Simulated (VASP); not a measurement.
# Zn24S23 (a cell with a defect) in VASP: single point with PBE

Aim: the single point of Zn24S23 (a cell with a defect) with PBE.

Everything below comes from runs of VASP 6.6.1. Logs are shortened: lines on timing, memory, paths and dates and some standing lists are left out, and cuts for length are marked.

### Step 1. The cell of the first run

The cell holds a defect, 47 atoms: a = 9.943 Å, b = 9.943 Å, c = 9.943 Å, α = 84.08°, β = 84.08°, γ = 84.08°.

### Step 2. Single point, PBE

INCAR

```
SYSTEM = Zn24S23
PREC     = Accurate       ! precision mode
ENCUT    = 400            ! plane-wave cutoff, eV
EDIFF    = 1E-6           ! SCF threshold, eV
ISMEAR   = 0              ! smearing method
SIGMA    = 0.01           ! smearing width, eV
LREAL    = Auto         
LASPH    = .True.         ! aspherical terms in the spheres
NELM     = 120            ! most SCF steps
ALGO     = Normal         ! electronic algorithm
ISIF     = 2              ! what is computed and relaxed
LWAVE    = .False.        ! write WAVECAR
LCHARG   = .False.        ! write CHGCAR
GGA      = PE             ! functional
NBANDS   = 242            ! bands
GGA_COMPAT= .False.
```

KPOINTS

```
regular mesh
0
Gamma
  1 1 1
  0 0 0
```

POSCAR

```
Zn24S23
1.0
   -7.6881338714      0.0000000001     -6.3046430491
    3.8440669358      6.6581192403     -6.3046430491
    3.8440669357     -6.6581192404     -6.3046430491
Zn S
24 23
Direct
    0.8198627930      0.4865294596      0.6531961263
    0.4974073661      0.1640740328      0.3307406994
    0.6679163147      0.3330706949      1.0040258119
    0.1706924785      0.3345829813      0.4997373616
    0.6664040283      0.8373591452      0.5012496480
    0.3355295664      0.4990970645      0.1679043035
    0.9986227909      0.1652916031      0.8311786802
    0.8324303978      1.0012376368      0.1688628998
    0.4986249364      0.6645120136      0.8319561243
    0.3345709702      1.0021962331      0.6657637312
    0.9978453469      0.6652894576      0.3319582698
    0.1665534231      0.8332200898      0.9998867565
    0.5249894595      0.3376088632      0.6520271015
    0.1626304997      1.0027562825      0.3346698016
    0.3360896159      0.1680031350      0.9959638330
    0.8186937681      0.1916561262      0.5042755299
    0.3337607886      0.6691346622      0.4997339820
    1.0024679955      0.3330673153      0.1670941219
    0.6664006486      1.0004274553      0.8358013288
    0.5013364683      0.8292971663      0.1694229492
    0.1656308010      0.4983751148      0.8291400610
    0.9958067277      0.8322974677      0.6650417815
    0.6709421965      0.4853604348      0.3583227928
    0.8317084482      0.6624733944      0.9989641343
    0.3735304000      0.0401970667      0.2068637333
    0.5465668892      0.2133631290      0.8708180675
    0.0374847342      0.2132335559      0.3800297957
    0.5466964624      0.7041514009      0.3799002225
    0.2103546235      0.3759619709      0.0399933327
    0.8705079262      0.0464415532      0.7033126609
    0.7092953042      0.8733266660      0.0436879568
    0.3797748866      0.5366459942      0.7038412595
    0.2066599993      0.8770212901      0.5426286375
    0.8699793276      0.5371745928      0.2131082199
    0.0411524677      0.7078191344      0.8744858010
    0.3819825528      0.2117459161      0.5416611637
    0.0408842197      0.8750427888      0.2092194986
    0.2083761221      0.0425528320      0.8742175530
    0.7083278304      0.0486492195      0.3784125828
    0.2086702408      0.5438940550      0.3748393474
    0.8772273883      0.2081726808      0.0420035741
    0.5415060141      0.8753369074      0.7105607217
    0.3758861653      0.7075508863      0.0417094554
    0.0359434337      0.3748567240      0.7039169840
    0.8705836507      0.7026101004      0.5415233907
    0.5450792495      0.3749944971      0.2153158861
    0.7081900574      0.5372503174      0.8692767670
```

Potentials or basis: VASP PAW PBE potentials, release 64 (Zn, S).

Started as:

```
cat potpaw_PBE.64/Zn/POTCAR potpaw_PBE.64/S/POTCAR > POTCAR
mpirun -np 1 vasp_gam > vasp.out
```

OUTCAR:

```text
SYSTEM = Zn24S23
   PREC = Accurate
   ENCUT = 400
   EDIFF = 1E-6
   ISMEAR = 0
   LREAL = Auto
   LASPH = .True.
   NELM = 120
   ISIF = 2
   GGA = PE

 ion  position               nearest neighbor table
   1  0.820  0.487  0.653-  44 2.39  47 2.39  45 2.39
   2  0.497  0.164  0.331-  25 2.34  36 2.35  39 2.35  46 2.35
   3  0.668  0.333  0.004-  41 2.36  47 2.36  26 2.36  46 2.37
   4  0.171  0.335  0.500-  40 2.36  44 2.36  27 2.36  36 2.37
   5  0.666  0.837  0.501-  42 2.36  45 2.36  28 2.36  39 2.37
   6  0.336  0.499  0.168-  40 2.36  43 2.36  29 2.37  46 2.37
   7  0.999  0.165  0.831-  38 2.36  41 2.36  30 2.36  44 2.37
   8  0.832  0.001  0.169-  41 2.36  37 2.36  31 2.37  39 2.37
   9  0.499  0.665  0.832-  43 2.36  42 2.36  32 2.36  47 2.37
  10  0.335  0.002  0.666-  42 2.36  38 2.36  33 2.37  36 2.37
  11  0.998  0.665  0.332-  37 2.36  40 2.36  34 2.36  45 2.37
  12  0.167  0.833  1.000-  37 2.37  43 2.37  38 2.37  35 2.37
  13  0.525  0.338  0.652-  32 2.39  36 2.40  26 2.41
  14  0.163  0.003  0.335-  33 2.36  37 2.36  25 2.38  27 2.38
  15  0.336  0.168  0.996-  29 2.36  38 2.36  25 2.38  26 2.38
  16  0.819  0.192  0.504-  30 2.39  39 2.40  27 2.41
  17  0.334  0.669  0.500-  28 2.36  32 2.36  33 2.36  40 2.37
  18  0.002  0.333  0.167-  27 2.36  34 2.36  29 2.36  41 2.37
  19  0.666  0.000  0.836-  26 2.36  30 2.36  31 2.36  42 2.37
  20  0.501  0.829  0.169-  31 2.36  43 2.36  25 2.38  28 2.38
  21  0.166  0.498  0.829-  35 2.37  29 2.37  44 2.39  32 2.40
  22  0.996  0.832  0.665-  35 2.37  33 2.37  45 2.39  30 2.40
  23  0.671  0.485  0.358-  34 2.39  46 2.40  28 2.41
  24  0.832  0.662  0.999-  35 2.37  31 2.37  47 2.39  34 2.40
  25  0.374  0.040  0.207-   2 2.34  15 2.38  14 2.38  20 2.38
  26  0.547  0.213  0.871-  19 2.36   3 2.36  15 2.38  13 2.41
  27  0.037  0.213  0.380-  18 2.36   4 2.36  14 2.38  16 2.41
  28  0.547  0.704  0.380-  17 2.36   5 2.36  20 2.38  23 2.41
  29  0.210  0.376  0.040-  15 2.36  18 2.36   6 2.37  21 2.37
[... 16 lines left out ...]
  46  0.545  0.375  0.215-   2 2.35   3 2.37   6 2.37  23 2.40
  47  0.708  0.537  0.869-   3 2.36   9 2.37  24 2.39   1 2.39

  LATTYP: Found a trigonal (rhomboedric) cell.
 ALAT       =     9.9426317643
 COS(alpha) =     0.1031280889

  Lattice vectors:

 A1 = (  -7.6881338714,   0.0000000001,  -6.3046430491)
 A2 = (   3.8440669358,   6.6581192403,  -6.3046430491)
 A3 = (   3.8440669357,  -6.6581192404,  -6.3046430491)

Analysis of symmetry for initial positions (statically):
=====================================================================
 Subroutine PRICEL returns:
 Original cell was already a primitive cell.

 Routine SETGRP: Setting up the symmetry group for a
 trigonal (rhombohedral) supercell.

 Subroutine GETGRP returns: Found  3 space group operations
 (whereof  1 operations were pure point group operations)
 out of a pool of 12 trial point group operations.

The static configuration has the point symmetry C_1 .
 The point group associated with its full space group is C_3 .

Analysis of symmetry for dynamics (positions and initial velocities):
=====================================================================
 Subroutine PRICEL returns:
 Original cell was already a primitive cell.

 Routine SETGRP: Setting up the symmetry group for a
 trigonal (rhombohedral) supercell.

 Subroutine GETGRP returns: Found  3 space group operations
 (whereof  1 operations were pure point group operations)
 out of a pool of 12 trial point group operations.

The dynamic configuration has the point symmetry C_1 .
 The point group associated with its full space group is C_3 .

 Subroutine INISYM returns: Found  3 space group operations
 (whereof  1 operations are pure point group operations),
 and found     1 'primitive' translations

----------------------------------------------------------------------------------------

                                     Primitive cell

  volume of cell :     968.1759

  direct lattice vectors                    reciprocal lattice vectors
    -7.688133871  0.000000000 -6.304643049    -0.086713717  0.000000000 -0.052871087
     3.844066936  6.658119240 -6.304643049     0.043356859  0.075096282 -0.052871087
     3.844066936 -6.658119240 -6.304643049     0.043356859 -0.075096282 -0.052871087

  length of vectors
     9.942631764  9.942631764  9.942631764     0.101560921  0.101560921  0.101560921

  position of ions in fractional coordinates (direct lattice)
     0.819862793  0.486529460  0.653196126
     0.497407366  0.164074033  0.330740699
     0.667916315  0.333070695  0.004025812
     0.170692479  0.334582981  0.499737362
     0.666404028  0.837359145  0.501249648
     0.335529566  0.499097064  0.167904304
[... 39 lines left out ...]
     0.545079249  0.374994497  0.215315886
     0.708190057  0.537250317  0.869276767

  ion indices of the primitive-cell ions
   primitive index   ion index
                 1           1
                 2           2
                 3           3
                 4           4
                 5           5
                 6           6
[... 39 lines left out ...]
                46          46
                47          47

----------------------------------------------------------------------------------------

 KPOINTS: regular mesh

Automatic generation of k-mesh.
 Grid dimensions read from file:
 generate k-points for:    1    1    1

 Generating k-lattice:

  Cartesian coordinates                     Fractional coordinates (reciprocal lattice)
    -0.086713717  0.000000000 -0.052871087     1.000000000  0.000000000  0.000000000
     0.043356859  0.075096282 -0.052871087     0.000000000  1.000000000 -0.000000000
     0.043356859 -0.075096282 -0.052871087     0.000000000  0.000000000  1.000000000

  Length of vectors
     0.101560921  0.101560921  0.101560921

  Shift w.r.t. Gamma in fractional coordinates (k-lattice)
     0.000000000  0.000000000  0.000000000

 Subroutine IBZKPT returns following result:
 ===========================================

 Found      1 irreducible k-points:

 Following reciprocal coordinates:
            Coordinates               Weight
  0.000000  0.000000  0.000000      1.000000
   k-points           NKPTS =      1   k-points in BZ     NKDIM =      1   number of bands    NBANDS=    242
   number of dos      NEDOS =    301   number of ions     NIONS =     47
   total plane-waves  NPLWV = 343000
   dimension x,y,z NGX =    70 NGY =   70 NGZ =   70
   dimension x,y,z NGXF=   140 NGYF=  140 NGZF=  140
   ions per type =              24  23
   NGX,Y,Z   is equivalent  to a cutoff of  11.70, 11.70, 11.70 a.u.
   NGXF,Y,Z  is equivalent  to a cutoff of  23.41, 23.41, 23.41 a.u.
 SYSTEM =  Zn24S23
   PREC   = accura    normal or accurate (medium, high low for compatibility)
   ISTART =      0    job   : 0-new  1-cont  2-samecut
   ICHARG =      2    charge: 1-file 2-atom 10-const
   ISPIN  =      1    spin polarized calculation?
   LNONCOLLINEAR =      F non collinear calculations
   LSORBIT =      F    spin-orbit coupling
   LASPH  =      T    aspherical Exc in radial PAW
   ENCUT  =  400.0 eV  29.40 Ry    5.42 a.u.  16.21 16.21 16.21*2*pi/ulx,y,z
   NELM   =    120;   NELMIN=  2; NELMDL= -5     # of ELM steps
   EDIFF  = 0.1E-05   stopping-criterion for ELM
   LREAL  =      T    real-space projection
   EDIFFG = 0.1E-04   stopping-criterion for IOM
   NSW    =      0    number of steps for IOM
   IBRION =     -1    ionic relax: 0-MD 1-quasi-New 2-CG
   NFREE  =      0    steps in history (QN), initial steepest desc. (CG)
   ISIF   =      2    stress and relaxation
   ISYM   =      2    0-nonsym 1-usesym 2-fastsym
   POTIM  = 0.5000    time-step for ionic-motion
   TEBEG  =    0.0;   TEEND  =   0.0 temperature during run
   PSTRESS=    0.0 pullay stress
   NELECT =     426.0000    total number of electrons
   NUPDOWN=      -1.0000    fix difference up-down
   EMIN   =  10.00;   EMAX   =-10.00  energy-range for DOS
   EFERMI =   0.00;   METHOD = LEGACY
   ISMEAR =     0;   SIGMA  =   0.01  broadening in eV -4-tet -1-fermi 0-gaus
   EFERMI_NEDOS =   21; number of points for ismear=-14 and -15
   IALGO  =     38    algorithm
   IMIX   =      4    mixing-type and parameters
     AMIX     =   0.40;   BMIX     =  1.00
     AMIX_MAG =   1.60;   BMIX_MAG =  1.00
  volume/ion in A,a.u.               =      20.60       139.01
  Fermi-wavevector in a.u.,A,eV,Ry     =   1.245164  2.353019 21.094932  1.550434
  Thomas-Fermi vector in A             =   2.379399
   LORBIT       =      0    0 simple, 1 ext, 2 COOP (PROOUT), +10 PAW based schemes
   GGA     = PE    functional components
   LHFCALC =     F    Hartree Fock is set to
   AEXX    =    0.0000 exact exchange contribution
   IVDW    =     0    specifies the selected vdW correction
   LEPSILON=     F    determine dielectric tensor
   LRPA    =     F    only Hartree local field effects (RPA)
 non-spin polarized calculation
 Gauss-broadening in eV      SIGMA  =   0.01
  energy-cutoff  :      400.00
  volume of cell :      968.18
 maximum number of plane-waves:      8774
 NGX is ok and might be reduce to    70
   NGX = 33   NGY = 33   NGZ = 33

 number of electron     426.0000013 magnetization

 Free energy of the ion-electron system (eV)
  ---------------------------------------------------
  ext. energy  EPLUGINS =         0.00000000
  ---------------------------------------------------
  free energy    TOTEN  =      -156.74573038 eV

  energy without entropy =     -156.74573038  energy(sigma->0) =     -156.74573038

 E-fermi :   1.7285     XC(G=0):  -9.4511

 val. band max:        1.6266795926   @ k =   0.0000   0.0000   0.0000
 cond. band min:       4.1826777042   @ k =   0.0000   0.0000   0.0000
 fundamental gap:      2.5559981116
 Fermi energy:         1.7285234699

 k-point     1 :       0.0000    0.0000    0.0000
  band No.  band energies     occupation
      1     -11.1863      2.00000
      2     -10.5984      2.00000
      3     -10.5984      2.00000
      4     -10.5965      2.00000
      5     -10.5851      2.00000
      6     -10.5851      2.00000
[... 217 lines left out ...]
    224       5.9563      0.00000
    225       5.9846      0.00000
 [bands above 225 left out]

------------------------ aborting loop because EDIFF is reached ----------------------------------------

  FORCE on cell =-STRESS in cart. coord.  units (eV):
  Direction    XX          YY          ZZ          XY          YZ          ZX
  --------------------------------------------------------------------------------------
  -------------------------------------------------------------------------------------
  Total      -10.6989177    -10.6989177     -6.6498132      0.0000001     -0.0000000      0.0000000
  in kB      -17.7050095    -17.7050095    -11.0043848      0.0000002     -0.0000000      0.0000000
  external PRESSURE =     -15.4714679 kB  Pullay stress =       0.0000000 kB

 VOLUME and BASIS-vectors are now :
 -----------------------------------------------------------------------------
  energy-cutoff  :      400.00
  volume of cell :      968.18
      direct lattice vectors                 reciprocal lattice vectors
    -7.688133871  0.000000000 -6.304643049    -0.086713717  0.000000000 -0.052871087
     3.844066936  6.658119240 -6.304643049     0.043356859  0.075096282 -0.052871087
     3.844066936 -6.658119240 -6.304643049     0.043356859 -0.075096282 -0.052871087

 POSITION                                       TOTAL-FORCE (eV/Angst)
 -----------------------------------------------------------------------------------
     -1.92203     -1.10969    -12.35451        -0.000000      0.000000      0.012354
     -1.92203     -1.10969     -6.25561        -0.000000      0.000000      0.013251
     -3.83921      2.19082     -6.33625         0.004489     -0.003726     -0.002142
      1.89488     -1.09962     -6.33625        -0.005472     -0.002025     -0.002142
      0.02230      2.23786    -12.64089         0.000982      0.005751     -0.002142
     -0.01560      2.20512     -6.32060        -0.001764     -0.004143     -0.003619
[... 39 lines left out ...]
     -1.92145      1.06316     -7.15823        -0.000141      0.002302     -0.004594
     -0.03788     -2.21067    -13.33254        -0.005841      0.001872      0.001283
 -----------------------------------------------------------------------------------
    total drift:                               -0.001522      0.000990     -0.002356

  FREE ENERGIE OF THE ION-ELECTRON SYSTEM (eV)
  ---------------------------------------------------
  free  energy   TOTEN  =      -156.7457303844 eV

  energy  without entropy=     -156.7457303844  energy(sigma->0) =     -156.74573038
```

Wall time 7.3 min (1 thread of Intel Xeon Platinum 8488C (Sapphire Rapids), shared host); peak memory 0.69 GiB.

Results:

| Item | Value |
| --- | --- |
| Free energy | -156.7457 eV |
| Pressure | -1.5 GPa |
| Largest force | 0.014 eV/Å |
| Band gap on the k mesh | 2.56 eV |

Forces in eV/Å, atoms in the order of the input:
```
Zn   0.000  0.000  0.012
Zn   0.000  0.000  0.013
Zn   0.004 -0.004 -0.002
Zn  -0.005 -0.002 -0.002
Zn   0.001  0.006 -0.002
Zn  -0.002 -0.004 -0.004
Zn   0.001 -0.001  0.005
Zn   0.004  0.001 -0.004
Zn   0.001  0.001  0.005
Zn  -0.003  0.004 -0.004
Zn  -0.002  0.000  0.005
Zn   0.000  0.000 -0.002
Zn  -0.012  0.008 -0.004
Zn   0.004  0.001 -0.001
Zn  -0.003  0.003 -0.001
Zn   0.012  0.006 -0.004
Zn   0.001  0.003 -0.004
Zn  -0.003 -0.001 -0.004
Zn   0.003 -0.002 -0.004
Zn  -0.001 -0.004 -0.001
Zn   0.001  0.000  0.004
Zn   0.000 -0.001  0.004
Zn  -0.001 -0.014 -0.004
Zn   0.000  0.001  0.004
S    0.000  0.000  0.000
S   -0.001  0.004  0.001
S    0.004 -0.001  0.001
S   -0.003 -0.003  0.001
S    0.000  0.000  0.001
S    0.000  0.007 -0.002
S    0.000  0.000  0.001
S   -0.006 -0.003 -0.002
S    0.000  0.000  0.001
S    0.006 -0.003 -0.002
S    0.000  0.000 -0.002
S    0.002 -0.001 -0.005
S   -0.004  0.002 -0.001
S    0.000 -0.004 -0.001
S   -0.002 -0.001 -0.005
S    0.002  0.003  0.003
S   -0.003  0.000  0.003
S    0.002 -0.003  0.003
S    0.004  0.002 -0.001
S    0.005  0.004  0.001
S    0.001 -0.006  0.001
S    0.000  0.002 -0.005
S   -0.006  0.002  0.001
```

Levels at points of the mesh, in eV from the valence-band top:
```csv
k point,band 209,band 210,band 211,band 212,band 213,band 214,band 215,band 216,band 217,band 218
"(0.00, 0.00, 0.00)",-0.69,-0.13,-0.08,0.00,0.00,2.56,2.76,2.96,2.96,3.30
```

Caveat: the k points lie up to 0.64 Å⁻¹ apart.
